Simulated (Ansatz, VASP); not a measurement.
## One calculation of ZnO, two programs

```
Zn O
1.0
     3.23516    0.00000    0.00000
    -1.61758    2.80173    0.00000
     0.00000    0.00000    5.21108
Zn O
2 2
Direct
  0.33333 0.66667 0.95604
  0.66667 0.33333 0.45604
  0.33333 0.66667 0.42596
  0.66667 0.33333 0.92596
```

Change from the starting cell: polar distortion scaled by 0.25.

Alike in both runs: task single point; functional r2SCAN; k mesh 12 × 12 × 8; no spin polarisation.

|  | VASP | Ansatz |
| --- | --- | --- |
| version | VASP 6.6.1 | Ansatz 0.2.0 |
| potentials or method | VASP PAW PBE potentials, release 64 (Zn, O), cutoff 520 eV | scalar-relativistic, plane waves, PAW |
| occupations | gaussian, width 0.01 eV | fixed |
| valence electrons in the cell | 36 | 36 |

|  | VASP | Ansatz | Ansatz less VASP |
| --- | --- | --- | --- |
| gap on the k mesh at the Fermi level (eV) | 1.31 | 1.29 | -0.017 |
| least direct gap on the mesh (eV) | 1.31 | 1.29 | -0.017 |
| pressure (GPa) | 8.0 | 6.4 | -1.54 |
| traceless stress, the component that is largest in VASP (GPa) | -12.48 | -11.33 | +1.153 |
| rms of the force components (eV/Å) | 0.228 | 0.219 | -0.0089 |

VASP's potentials were made for PBE, not for r2SCAN. Atom by atom the forces differ by 0.009 eV/Å (rms over components).
